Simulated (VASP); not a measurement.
Input of a VASP 6.6.1 run:

Contents of INCAR:

```
SYSTEM = MoS2
ALGO = Normal ; EDIFF = 1E-6
ENCUT = 520 ; GGA = PS
ISIF = 2 ; ISMEAR = -1
LASPH = .TRUE. ; LCHARG = .FALSE.
LREAL = .FALSE. ; LWAVE = .FALSE.
NBANDS = 20 ; NELM = 80
PREC = Accurate ; SIGMA = 0.05
```

The input KPOINTS:

```
k-points
0
G
  10 10 10
  0 0 0
```

Contents of POSCAR:

```
MoS2
1.0
    1.5960003060      0.9214512063      6.1554945136
   -1.5960003060      0.9214512063      6.1554945136
    0.0000000000     -1.8429024126      6.1554945136
Mo S
1 2
Direct
    0.0000000000      0.0000000000      0.0000000000
    0.2500000000      0.2500000000      0.2500000000
    0.7500000000      0.7500000000      0.7500000000
```

Potentials or basis: VASP PAW PBE potentials, release 64 (Mo_sv, S).

Run with:

```console
$ cat potpaw_PBE.64/Mo_sv/POTCAR potpaw_PBE.64/S/POTCAR > POTCAR
$ mpirun -np 1 vasp_std > vasp.out
```

Question: Predict the pressure.

Answer: -0.1 GPa.

Question: Predict the band gap on the k mesh.

Answer: Zero (band 13 reaches 7.72 eV, above the bottom of band 14 at 7.09 eV).

Question: What does it give for the largest force?

Answer: 0.418 eV/Å.

Forces on the atoms (eV/Å):
```
Mo   0.000  0.000  0.000
S    0.000  0.000 -0.418
S    0.000  0.000  0.418
```

Caveat: the PAW data sets were made with another functional, which shifts forces and pressure a little.
